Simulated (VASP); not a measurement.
Runs of VASP 6.6.1 on GaAs. The structure is that of space group I-4m2 (No. 119), or close to it. The cells are those of the table. 

```csv
cell,gap on the mesh (eV),pressure (GPa)
"a = 4.116, b = 4.116, c = 3.961 Å, angles 61.2, 61.2, 57.5°, 2 atoms",(a),0.2
"a = 4.165, b = 4.165, c = 4.266 Å, angles 59.2, 59.2, 61.6°, 2 atoms",0.19,-4.6
"a = 4.116, b = 4.116, c = 4.266 Å, angles 58.8, 58.8, 62.4°, 2 atoms",0.23,-3.6
"a = 4.064, b = 4.064, c = 4.164 Å, angles 59.2, 59.2, 61.6°, 2 atoms",0.19,-1.2
"a = 4.068, b = 4.068, c = 4.266 Å, angles 58.4, 58.4, 63.2°, 2 atoms",(c),(b)
"a = 4.015, b = 4.015, c = 4.164 Å, angles 58.8, 58.8, 62.5°, 2 atoms",0.11,0.2
```

Alike in all rows: task single point; level PBE; potentials or basis VASP PAW PBE potentials, release 64 (Ga_d, As); no spin polarisation; k mesh 10 × 10 × 10; cutoff (eV) 500; smearing gaussian 0.03 eV.

Task: Fill in the values left out.

Result: (a) none; (b) -2.5; (c) 0.26.

Caveats: the cell stands under tension (at least some runs); semilocal functionals underestimate gaps, so a narrow gap can read as zero (at least some runs).

A k mesh can miss the band edges, and the runs leave out spin-orbit coupling on As, Ga.
